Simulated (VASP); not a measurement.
# Si (Fd-3m) in VASP: a series of runs

Si is run at these levels: LDA; tasks: electric field gradients.

Everything below comes from runs of VASP 6.6.1. Logs are shortened: lines on timing, memory, paths and dates and some standing lists are left out, and cuts for length are marked.

### 1 The cell of the first run

Symmetry: Fd-3m, No. 227, cubic system. Conventional cell: a = 5.537 Å, b = 5.537 Å, c = 5.537 Å, α = 90.00°, β = 90.00°, γ = 90.00°. Si (site symmetry -43m) has 4 Si at 2.40 Å within 3.2 Å.

### 2 Electric field gradients, LDA (volume scaled by 1.06)

Contents of INCAR:

```
SYSTEM = Si
ALGO = Normal
EDIFF = 1E-8
ENCUT = 520
ISIF = 2
ISMEAR = -1
LASPH = .True.
LCHARG = .False.
LEFG = .True.
LREAL = .False.
LWAVE = .False.
NBANDS = 11
NELM = 100
PREC = Accurate
SIGMA = 0.08
```

Contents of KPOINTS:

```
k-points
0
Gamma
  11 11 11
  0 0 0
```

Contents of POSCAR:

```
Si
1.0
    0.0000000000      2.7687280309      2.7687280309
    2.7687280309      0.0000000000      2.7687280309
    2.7687280309      2.7687280309      0.0000000000
Si
2
Direct
    0.5000000000      0.5000000000      0.5000000000
    0.7500000000      0.7500000000      0.7500000000
```

Potentials or basis: VASP PAW LDA potentials, release 64 (Si).

Command:

```console
$ cat potpaw_LDA.64/Si/POTCAR > POTCAR
$ mpirun -np 1 vasp_std > vasp.out
```

OUTCAR:

```text
SYSTEM = Si
   EDIFF = 1E-8
   ENCUT = 520
   ISIF = 2
   ISMEAR = -1
   LASPH = .True.
   LREAL = .False.
   NELM = 100
   PREC = Accurate

 ion  position               nearest neighbor table
   1  0.500  0.500  0.500-   2 2.40   2 2.40   2 2.40   2 2.40
   2  0.750  0.750  0.750-   1 2.40   1 2.40   1 2.40   1 2.40

  LATTYP: Found a face centered cubic cell.
 ALAT       =     5.5374560618

  Lattice vectors:

 A1 = (   0.0000000000,   2.7687280309,   2.7687280309)
 A2 = (   2.7687280309,   0.0000000000,   2.7687280309)
 A3 = (   2.7687280309,   2.7687280309,   0.0000000000)

Analysis of symmetry for initial positions (statically):
=====================================================================
 Subroutine PRICEL returns:
 Original cell was already a primitive cell.

 Routine SETGRP: Setting up the symmetry group for a
 face centered cubic supercell.

 Subroutine GETGRP returns: Found 48 space group operations
 (whereof 24 operations were pure point group operations)
 out of a pool of 48 trial point group operations.

The static configuration has the point symmetry T_d .
 The point group associated with its full space group is O_h .

Analysis of symmetry for dynamics (positions and initial velocities):
=====================================================================
 Subroutine PRICEL returns:
 Original cell was already a primitive cell.

 Routine SETGRP: Setting up the symmetry group for a
 face centered cubic supercell.

 Subroutine GETGRP returns: Found 48 space group operations
 (whereof 24 operations were pure point group operations)
 out of a pool of 48 trial point group operations.

The dynamic configuration has the point symmetry T_d .
 The point group associated with its full space group is O_h .

 Subroutine INISYM returns: Found 48 space group operations
 (whereof 24 operations are pure point group operations),
 and found     1 'primitive' translations

----------------------------------------------------------------------------------------

                                     Primitive cell

  volume of cell :      42.4493

  direct lattice vectors                    reciprocal lattice vectors
     0.000000000  2.768728031  2.768728031    -0.180588340  0.180588340  0.180588340
[... 128 lines left out ...]
  ext. energy  EPLUGINS =         0.00000000
  ---------------------------------------------------
  free energy    TOTEN  =       -11.85854341 eV

  energy without entropy =      -11.85820912  energy(sigma->0) =      -11.85837626

 E-fermi :   5.4632     XC(G=0):  -9.3880

 val. band max:        5.1896557808   @ k =   0.0000   0.0000   0.0000
 cond. band min:       5.7798108083   @ k =   0.4545   0.4545   0.0000
 fundamental gap:      0.5901550275
 Fermi energy:         5.4631572527

 k-point     1 :       0.0000    0.0000    0.0000
  band No.  band energies     occupation
      1      -6.3794      2.00000
      2       5.1897      1.93657
      3       5.1897      1.93657
      4       5.1897      1.93657
      5       7.6862      0.00000
      6       7.6862      0.00000
      7       7.6862      0.00000
      8       7.7448      0.00000
      9      12.6243      0.00000
     10      12.8832      0.00000
     11      12.8832      0.00000
[... 309 lines left out ...]
 k-point    24 :      -0.1818    0.1818    0.0000
  band No.  band energies     occupation
      1      -5.3124      2.00000
      2       1.1621      2.00000
      3       2.6402      2.00000
      4       4.5325      1.99998
      5       7.9369      0.00000
      6       8.8149      0.00000
      7       9.0437      0.00000
      8      10.5230      0.00000
      9      11.2766      0.00000
     10      14.6990      0.00000
     11      15.2912      0.00000

 [... further k-points ...]
[... 5 lines left out ...]
  --------------------------------------------------------------------------------------
  -------------------------------------------------------------------------------------
  Total       -1.6137807     -1.6137807     -1.6137807      0.0000000      0.0000000      0.0000000
  in kB      -60.9093834    -60.9093834    -60.9093834      0.0000000      0.0000000      0.0000000
  external PRESSURE =     -60.9093834 kB  Pullay stress =       0.0000000 kB

 VOLUME and BASIS-vectors are now :
 -----------------------------------------------------------------------------
  energy-cutoff  :      520.00
  volume of cell :       42.45
      direct lattice vectors                 reciprocal lattice vectors
     0.000000000  2.768728031  2.768728031    -0.180588340  0.180588340  0.180588340
     2.768728031  0.000000000  2.768728031     0.180588340 -0.180588340  0.180588340
     2.768728031  2.768728031  0.000000000     0.180588340  0.180588340 -0.180588340

 POSITION                                       TOTAL-FORCE (eV/Angst)
 -----------------------------------------------------------------------------------
      2.76873      2.76873      2.76873         0.000000      0.000000      0.000000
      4.15309      4.15309      4.15309        -0.000000     -0.000000     -0.000000
 -----------------------------------------------------------------------------------
    total drift:                                0.000000     -0.000000     -0.000000

  FREE ENERGIE OF THE ION-ELECTRON SYSTEM (eV)
  ---------------------------------------------------
  free  energy   TOTEN  =       -11.8585434082 eV

  energy  without entropy=      -11.8582091188  energy(sigma->0) =      -11.85837626

 Electric field gradients (V/A^2)
---------------------------------------------------------------------
 ion       V_xx      V_yy      V_zz      V_xy      V_xz      V_yz
---------------------------------------------------------------------
   1      -0.000     0.000     0.000    -0.000    -0.000    -0.000
   2      -0.000     0.000     0.000    -0.000    -0.000    -0.000
---------------------------------------------------------------------

 Electric field gradients after diagonalization (V/A^2)
 (convention: |V_zz| > |V_xx| > |V_yy|)
----------------------------------------------------------------------
 ion       V_xx      V_yy      V_zz     asymmetry (V_yy - V_xx)/ V_zz
----------------------------------------------------------------------
   1       0.000     0.000    -0.000       0.000
   2       0.000     0.000    -0.000       0.000
----------------------------------------------------------------------

           NMR quadrupolar parameters

 Cq : quadrupolar parameter    Cq=e*Q*V_zz/h
 eta: asymmetry parameters     (V_yy - V_xx)/ V_zz
 Q  : nuclear electric quadrupole moment in mb (millibarn)
----------------------------------------------------------------------
 ion       Cq(MHz)       eta       Q (mb)
----------------------------------------------------------------------
   1      -0.000       0.000       1.000
   2      -0.000       0.000       1.000
----------------------------------------------------------------------
```

Run time: 13 s. Hardware: 1 thread of AMD EPYC 9R14 (Zen 4), shared host; peak memory 0.12 GiB.

What came out:

```
Free energy            : -11.8585 eV
Pressure               : -6.1 GPa
Band gap on the k mesh : 0.59 eV, indirect (least direct gap 2.37 eV)
```

Levels at points of the mesh, in eV from the valence-band top:
| k point | band 1 | band 2 | band 3 | band 4 | band 5 | band 6 | band 7 | band 8 | band 9 |
| --- | --- | --- | --- | --- | --- | --- | --- | --- | --- |
| (0.00, 0.00, 0.00) | -11.57 | 0.00 | 0.00 | 0.00 | 2.50 | 2.50 | 2.50 | 2.56 | 7.43 |

Caveat: without QUAD_EFG the Cq values of the log hold for a quadrupole moment of 1 mb, not for the nuclei. A k mesh can miss the band edges.

### 3 Electric field gradients, LDA (volume scaled by 1.06)

Contents of INCAR:

```
ALGO = Normal
EDIFF = 1E-8
ENCUT = 520
ISIF = 2
ISMEAR = -1
LASPH = True
LCHARG = False
LEFG = True
LREAL = False
LWAVE = False
NBANDS = 11
NELM = 80
PREC = Accurate
SIGMA = 0.08
```

Contents of KPOINTS:

```
k-points
0
Gamma
  11 11 11
```

POSCAR is that of step 2.

Potentials or basis: VASP PAW LDA potentials, release 64 (Si).

Command:

```console
$ cat potpaw_LDA.64/Si/POTCAR > POTCAR
$ mpirun -np 1 vasp_std > vasp.out
```

OUTCAR:

```text
EDIFF = 1E-8
   ENCUT = 520
   ISIF = 2
   ISMEAR = -1
   LASPH = True
   LREAL = False
   NELM = 80
   PREC = Accurate

 ion  position               nearest neighbor table
   1  0.500  0.500  0.500-   2 2.40   2 2.40   2 2.40   2 2.40
   2  0.750  0.750  0.750-   1 2.40   1 2.40   1 2.40   1 2.40

  LATTYP: Found a face centered cubic cell.
 ALAT       =     5.5374560618

  Lattice vectors:

 A1 = (   0.0000000000,   2.7687280309,   2.7687280309)
 A2 = (   2.7687280309,   0.0000000000,   2.7687280309)
 A3 = (   2.7687280309,   2.7687280309,   0.0000000000)

Analysis of symmetry for initial positions (statically):
=====================================================================
 Subroutine PRICEL returns:
 Original cell was already a primitive cell.

 Routine SETGRP: Setting up the symmetry group for a
 face centered cubic supercell.

 Subroutine GETGRP returns: Found 48 space group operations
 (whereof 24 operations were pure point group operations)
 out of a pool of 48 trial point group operations.

The static configuration has the point symmetry T_d .
 The point group associated with its full space group is O_h .

Analysis of symmetry for dynamics (positions and initial velocities):
=====================================================================
 Subroutine PRICEL returns:
 Original cell was already a primitive cell.

 Routine SETGRP: Setting up the symmetry group for a
 face centered cubic supercell.

 Subroutine GETGRP returns: Found 48 space group operations
 (whereof 24 operations were pure point group operations)
 out of a pool of 48 trial point group operations.

The dynamic configuration has the point symmetry T_d .
 The point group associated with its full space group is O_h .

 Subroutine INISYM returns: Found 48 space group operations
 (whereof 24 operations are pure point group operations),
 and found     1 'primitive' translations

----------------------------------------------------------------------------------------

                                     Primitive cell

  volume of cell :      42.4493

  direct lattice vectors                    reciprocal lattice vectors
     0.000000000  2.768728031  2.768728031    -0.180588340  0.180588340  0.180588340
     2.768728031  0.000000000  2.768728031     0.180588340 -0.180588340  0.180588340
     2.768728031  2.768728031  0.000000000     0.180588340  0.180588340 -0.180588340

  length of vectors
     3.915572732  3.915572732  3.915572732     0.312788181  0.312788181  0.312788181

  position of ions in fractional coordinates (direct lattice)
     0.500000000  0.500000000  0.500000000
     0.750000000  0.750000000  0.750000000

  ion indices of the primitive-cell ions
   primitive index   ion index
                 1           1
                 2           2

----------------------------------------------------------------------------------------

 KPOINTS: k-points

Automatic generation of k-mesh.
 Grid dimensions read from file:
 generate k-points for:   11   11   11

 Generating k-lattice:

  Cartesian coordinates                     Fractional coordinates (reciprocal lattice)
[... 75 lines left out ...]
   ISMEAR =    -1;   SIGMA  =   0.08  broadening in eV -4-tet -1-fermi 0-gaus
   EFERMI_NEDOS =   21; number of points for ismear=-14 and -15
   IALGO  =     38    algorithm
   IMIX   =      4    mixing-type and parameters
     AMIX     =   0.40;   BMIX     =  1.00
     AMIX_MAG =   1.60;   BMIX_MAG =  1.00
  volume/ion in A,a.u.               =      21.22       143.23
  Fermi-wavevector in a.u.,A,eV,Ry     =   0.938601  1.773699 11.986360  0.880973
  Thomas-Fermi vector in A             =   2.065830
   LORBIT       =      0    0 simple, 1 ext, 2 COOP (PROOUT), +10 PAW based schemes
   GGA     = CA    functional components
   LHFCALC =     F    Hartree Fock is set to
   AEXX    =    0.0000 exact exchange contribution
   IVDW    =     0    specifies the selected vdW correction
   LEPSILON=     F    determine dielectric tensor
   LRPA    =     F    only Hartree local field effects (RPA)
 non-spin polarized calculation
  energy-cutoff  :      520.00
  volume of cell :       42.45
 maximum number of plane-waves:      1159
 NGX is ok and might be reduce to    30
   NGX = 15   NGY = 15   NGZ = 15

 number of electron       8.0000000 magnetization

 Free energy of the ion-electron system (eV)
  ---------------------------------------------------
  ext. energy  EPLUGINS =         0.00000000
  ---------------------------------------------------
  free energy    TOTEN  =       -11.85854341 eV

  energy without entropy =      -11.85820912  energy(sigma->0) =      -11.85837626

 E-fermi :   5.4632     XC(G=0):  -9.3880

 val. band max:        5.1896557808   @ k =   0.0000   0.0000   0.0000
 cond. band min:       5.7798108083   @ k =   0.4545   0.4545   0.0000
 fundamental gap:      0.5901550275
 Fermi energy:         5.4631572527

 k-point     1 :       0.0000    0.0000    0.0000
  band No.  band energies     occupation
      1      -6.3794      2.00000
      2       5.1897      1.93657
      3       5.1897      1.93657
      4       5.1897      1.93657
      5       7.6862      0.00000
      6       7.6862      0.00000
      7       7.6862      0.00000
      8       7.7448      0.00000
      9      12.6243      0.00000
     10      12.8832      0.00000
     11      12.8832      0.00000
[... 309 lines left out ...]
 k-point    24 :      -0.1818    0.1818    0.0000
  band No.  band energies     occupation
      1      -5.3124      2.00000
      2       1.1621      2.00000
      3       2.6402      2.00000
      4       4.5325      1.99998
      5       7.9369      0.00000
      6       8.8149      0.00000
      7       9.0437      0.00000
      8      10.5230      0.00000
      9      11.2766      0.00000
     10      14.6990      0.00000
     11      15.2912      0.00000

 [... further k-points ...]
[... 5 lines left out ...]
  --------------------------------------------------------------------------------------
  -------------------------------------------------------------------------------------
  Total       -1.6137807     -1.6137807     -1.6137807      0.0000000      0.0000000      0.0000000
  in kB      -60.9093834    -60.9093834    -60.9093834      0.0000000      0.0000000      0.0000000
  external PRESSURE =     -60.9093834 kB  Pullay stress =       0.0000000 kB

 VOLUME and BASIS-vectors are now :
 -----------------------------------------------------------------------------
  energy-cutoff  :      520.00
  volume of cell :       42.45
      direct lattice vectors                 reciprocal lattice vectors
     0.000000000  2.768728031  2.768728031    -0.180588340  0.180588340  0.180588340
     2.768728031  0.000000000  2.768728031     0.180588340 -0.180588340  0.180588340
     2.768728031  2.768728031  0.000000000     0.180588340  0.180588340 -0.180588340

 POSITION                                       TOTAL-FORCE (eV/Angst)
 -----------------------------------------------------------------------------------
      2.76873      2.76873      2.76873         0.000000      0.000000      0.000000
      4.15309      4.15309      4.15309        -0.000000     -0.000000     -0.000000
 -----------------------------------------------------------------------------------
    total drift:                                0.000000     -0.000000     -0.000000

  FREE ENERGIE OF THE ION-ELECTRON SYSTEM (eV)
  ---------------------------------------------------
  free  energy   TOTEN  =       -11.8585434082 eV

  energy  without entropy=      -11.8582091188  energy(sigma->0) =      -11.85837626

 Electric field gradients (V/A^2)
---------------------------------------------------------------------
 ion       V_xx      V_yy      V_zz      V_xy      V_xz      V_yz
---------------------------------------------------------------------
   1      -0.000     0.000     0.000    -0.000    -0.000    -0.000
   2      -0.000     0.000     0.000    -0.000    -0.000    -0.000
---------------------------------------------------------------------

 Electric field gradients after diagonalization (V/A^2)
 (convention: |V_zz| > |V_xx| > |V_yy|)
----------------------------------------------------------------------
 ion       V_xx      V_yy      V_zz     asymmetry (V_yy - V_xx)/ V_zz
----------------------------------------------------------------------
   1       0.000     0.000    -0.000       0.000
   2       0.000     0.000    -0.000       0.000
----------------------------------------------------------------------

           NMR quadrupolar parameters

 Cq : quadrupolar parameter    Cq=e*Q*V_zz/h
 eta: asymmetry parameters     (V_yy - V_xx)/ V_zz
 Q  : nuclear electric quadrupole moment in mb (millibarn)
----------------------------------------------------------------------
 ion       Cq(MHz)       eta       Q (mb)
----------------------------------------------------------------------
   1      -0.000       0.000       1.000
   2      -0.000       0.000       1.000
----------------------------------------------------------------------
```

OSZICAR:

```text
N       E                     dE             d eps       ncg     rms          rms(c)
DAV:   1     0.781784340074E+01    0.78178E+01   -0.31828E+03  1232   0.578E+02
DAV:   2    -0.114412284362E+02   -0.19259E+02   -0.18324E+02  1691   0.858E+01
DAV:   3    -0.120770003566E+02   -0.63577E+00   -0.63404E+00  1574   0.138E+01
DAV:   4    -0.120827807256E+02   -0.57804E-02   -0.57798E-02  1463   0.169E+00
DAV:   5    -0.120828501293E+02   -0.69404E-04   -0.69402E-04  1600   0.173E-01    0.463E+00
DAV:   6    -0.119309346215E+02    0.15192E+00   -0.80492E-02  1376   0.112E+00    0.276E+00
DAV:   7    -0.118583066627E+02    0.72628E-01   -0.15152E-01  1431   0.159E+00    0.170E-01
DAV:   8    -0.118585582140E+02   -0.25155E-03   -0.66367E-03  1397   0.439E-01    0.737E-02
DAV:   9    -0.118585374927E+02    0.20721E-04   -0.18217E-04  1538   0.732E-02    0.588E-02
DAV:  10    -0.118585435487E+02   -0.60560E-05   -0.13833E-05  1423   0.219E-02    0.215E-02
DAV:  11    -0.118585434057E+02    0.14295E-06   -0.77279E-07  1470   0.455E-03    0.202E-03
DAV:  12    -0.118585434082E+02   -0.25317E-08   -0.19193E-08  1428   0.809E-04
   1 F= -.11858543E+02 E0= -.11858376E+02  d E =-.334289E-03
```

stdout:

```text
POSCAR found type information on POSCAR Si
 POSCAR found :  1 types and       2 ions
 scaLAPACK will be used
 LDA part: xc-table for (Slater(with rela. corr.)+CA(PZ))
 , standard interpolation
 POSCAR, INCAR and KPOINTS ok, starting setup
 FFT: planning ... GRIDC
 FFT: planning ... GRID_SOFT
 FFT: planning ... GRID
 WAVECAR not read
 entering main loop
ion   1

ion   2
```

It took 14 s on 1 thread of AMD EPYC 9R14 (Zen 4), shared host; peak memory 0.12 GiB.

What came out:

```
Free energy            : -11.8585 eV
Pressure               : -6.1 GPa
Band gap on the k mesh : 0.59 eV, indirect (least direct gap 2.37 eV)
```

Caveat: without QUAD_EFG the Cq values of the log hold for a quadrupole moment of 1 mb, not for the nuclei. A k mesh can miss the band edges.
